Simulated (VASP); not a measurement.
Runs of VASP 6.6.1 on Na. The structure is that of space group P6_3/mmc (No. 194), or close to it. The cells are those of the table. This isn't the form of Na at room conditions, which is bcc.

| cell | gap on the mesh (eV) | pressure (GPa) |
| --- | --- | --- |
| a = 2.777, b = 2.777, c = 4.499 Å, angles 90.0, 90.0, 120.0°, 2 atoms | none | 33.2 |
| a = 3.308, b = 3.308, c = 5.358 Å, angles 90.0, 90.0, 120.0°, 2 atoms | none | (a) |
| a = 3.057, b = 3.057, c = 4.952 Å, angles 90.0, 90.0, 120.0°, 2 atoms | none | (b) |
| a = 2.915, b = 2.915, c = 4.722 Å, angles 90.0, 90.0, 120.0°, 2 atoms | none | 20.5 |
| a = 3.187, b = 3.187, c = 5.163 Å, angles 90.0, 90.0, 120.0°, 2 atoms | none | 7.2 |

Alike in all rows: task single point; level LDA; potentials or basis VASP PAW LDA potentials, release 64 (Na_pv); no spin polarisation; k mesh 12 × 12 × 7; cutoff (eV) 520; smearing fermi-dirac 0.05 eV.

**Question.** Fill in the values left out.

**Answer.** (a) 4.1; (b) 12.1.

Caveats: the cell stands under pressure.

A gap of «none» marks levels without a gap at the run's occupations.
